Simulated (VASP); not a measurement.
## CuI: single point with LDA

Crystal: CuI.

```xyz
4
Lattice="2.0775 1.1994 6.8267 -2.0775 1.1994 6.8267 0.0000 -2.3989 6.8267" Properties=species:S:1:pos:R:3 pbc="T T T"
Cu    0.0000    0.0000    2.6481
Cu    0.0000    0.0000   17.8319
I     0.0000    0.0000    0.0000
I     0.0000    0.0000   10.2400
```

```
Program             : VASP 6.6.1
Task                : single point
Functional          : LDA
Potentials or basis : VASP PAW LDA potentials, release 64 (Cu, I)
Cutoff              : 520 eV
k mesh              : 6 × 6 × 6
Occupations         : gaussian, width 0.02 eV
Spin                : no spin polarisation
```

| Property | Result |
| --- | --- |
| Pressure | 1.4 GPa |
| Largest force | 0.909 eV/Å |
| Band gap on the k mesh | zero (bands 18 and 19 overlap by 0.09 eV) |

Forces on the atoms (eV/Å):
```
Cu   0.000  0.000 -0.909
Cu   0.000  0.000  0.909
I    0.000  0.000  0.000
I    0.000  0.000  0.000
```

Stress tensor (GPa, compression positive):
```
 4.81  0.00  0.00
 0.00  4.81  0.00
 0.00  0.00 -5.46
```

Levels at points of the mesh, in eV from the Fermi level:
```csv
k point,band 15,band 16,band 17,band 18,band 19,band 20,band 21,band 22
"(0.00, 0.00, 0.00)",-0.99,-0.51,-0.49,0.08,0.08,2.70,2.70,3.68
"(0.50, 0.00, 0.00)",-2.19,-2.17,-2.06,-0.64,1.09,4.33,4.64,5.24
"(0.50, 0.50, 0.00)",-2.40,-1.99,-1.02,-0.40,0.23,1.85,4.88,5.17
"(0.50, 0.50, 0.50)",-0.88,-0.88,-0.28,-0.28,0.16,3.15,3.15,4.41
```

It took 5.6 min on 1 thread of Intel Xeon 8259CL, with other jobs on the host, peak memory 0.34 GiB.

Caveat: spin-orbit coupling is left out, which moves the levels of the heavy elements.
